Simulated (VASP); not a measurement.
Here is a VASP 6.6.1 calculation.

INCAR

```
SYSTEM = Nb
ALGO = Normal
EDIFF = 1E-6
ENCUT = 500
GGA = LIBXC
GGA_COMPAT = .FALSE.
ISIF = 2
ISMEAR = 0
ISPIN = 2
LASPH = .TRUE.
LCHARG = .FALSE.
LIBXC1 = GGA_X_B88
LIBXC2 = GGA_C_PBE
LMAXMIX = 4
LORBIT = 11
LREAL = .FALSE.
LWAVE = .FALSE.
MAGMOM = 0.5
NBANDS = 16
NELM = 200
PREC = Accurate
SIGMA = 0.15
```

File KPOINTS:

```
k-points
0
G
  11 11 11
  0 0 0
```

Contents of POSCAR:

```
Nb
1.0
    0.0000000000      2.1150000000      2.1150000000
    2.1150000000      0.0000000000      2.1150000000
    2.1150000000      2.1150000000      0.0000000000
Nb
1
Direct
    0.0000000000      0.0000000000      0.0000000000
```

Potentials or basis: VASP PAW PBE potentials, release 64 (Nb_sv).

The run is started by

```bash
$ cat potpaw_PBE.64/Nb_sv/POTCAR > POTCAR
$ mpirun -np 1 vasp_std > vasp.out
```

Task: What does it give for the pressure?

Result: -2.5 GPa.

Task: What does it give for the net moment?

Result: 0.00 μB per cell.

Caveat: the PAW data sets were made with another functional, which shifts forces and pressure a little.
